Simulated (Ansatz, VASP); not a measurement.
**Two plane-wave programs on NaCl**

POSCAR

```
NaCl
1.0
    0.0000000000      2.8629357000      2.8629357000
    2.8629357000      0.0000000000      2.8629357000
    2.8629357000      2.8629357000      0.0000000000
Na Cl
1 1
Direct
    0.0000000000      0.0000000000      0.0000000000
    0.5000000000      0.5000000000      0.5000000000
```

Contents of INCAR.step1:

```
SYSTEM = NaCl
PREC = Accurate ; ENCUT = 520
ISMEAR = 1 ; SIGMA = 0.0464
LREAL = .False. ; LASPH = .True.
NELM = 60 ; NBANDS = 14
GGA = PE ; ALGO = Normal
EDIFF = 1E-4 ; LWAVE = .True.
LCHARG = .False.
```

INCAR.step2

```
SYSTEM = NaCl
PREC = Accurate ; ENCUT = 520
EDIFF = 1E-7 ; ISMEAR = 1
SIGMA = 0.0464 ; LREAL = .False.
LASPH = .True. ; NELM = 60
ALGO = Normal ; ISIF = 2
LWAVE = .False. ; LCHARG = .False.
METAGGA = R2SCAN ; LMIXTAU = .True.
NBANDS = 14 ; ISTART = 1
```

File KPOINTS:

```
Automatic mesh
0
Gamma
  8 8 8
  0 0 0
```

Input for Ansatz:

```yaml
crystal:
  lattice:
    - [0.0, 2.8629357, 2.8629357]
    - [2.8629357, 0.0, 2.8629357]
    - [2.8629357, 2.8629357, 0.0]
  atoms:
    - { symbol: Na, position: [0.0, 0.0, 0.0] }
    - { symbol: Cl, position: [0.5, 0.5, 0.5] }
  symmetry: { tolerance: 0.0003 }
kpoints:
  mp_grid: { grid: [8, 8, 8], shift: [0, 0, 0] }
  band_path:
    path:
      - [0.0, 0.0, 0.0]
      - [0.5, 0.0, 0.5]
      - [0.625, 0.25, 0.625]
      - [0.375, 0.375, 0.75]
      - [0.0, 0.0, 0.0]
      - [0.5, 0.5, 0.5]
      - [0.5, 0.25, 0.75]
      - [0.5, 0.0, 0.5]
    npoints: 8
magnetization:
  spin_polarized: false
scf:
  occupations: { method: cold, width: 0.0464 }
  lower_state_search: "off"
  max_iter: 200
hamiltonian:
  pseudopotentials: { kind: paw }
  xc: r2scan
basis:
  ecutwfc: 500
  fft_grid_basis: typed
output:
  forces: true
  stress: true
  eigenvalues: true
  bader: true
  populations: true
  elf: true
  write_potential: true
  volumetric_format: npy
  dos:
    e_range: [-12, 8]
    de: 0.05
    projected: { site_lists: { Cl: [Cl], Na: [Na] } }
checkpoint:
  read: saved_state
```

Alike in both runs: task single point; functional r2SCAN; k mesh 8 × 8 × 8; no spin polarisation.

|  | VASP | Ansatz |
| --- | --- | --- |
| version | VASP 6.6.1 | Ansatz 0.2.0 |
| potentials or method | VASP PAW PBE potentials, release 64 (Na_pv, Cl), cutoff 520 eV | PAW plane waves |
| occupations | methfessel-paxton of order 1, width 0.0464 eV | cold, width 0.0464 eV |
| valence electrons in the cell | 14 | 16 |

|  | VASP | Ansatz | Ansatz less VASP |
| --- | --- | --- | --- |
| gap on the k mesh at the Fermi level (eV) | 5.74 | 5.72 | -0.023 |
| pressure (GPa) | -1.7 | -1.5 | +0.22 |

VASP's potentials were made for PBE, not for r2SCAN. VASP's potentials hold 14 valence electrons a cell and Ansatz's 16, so a difference there can come from the potentials and not from the codes.
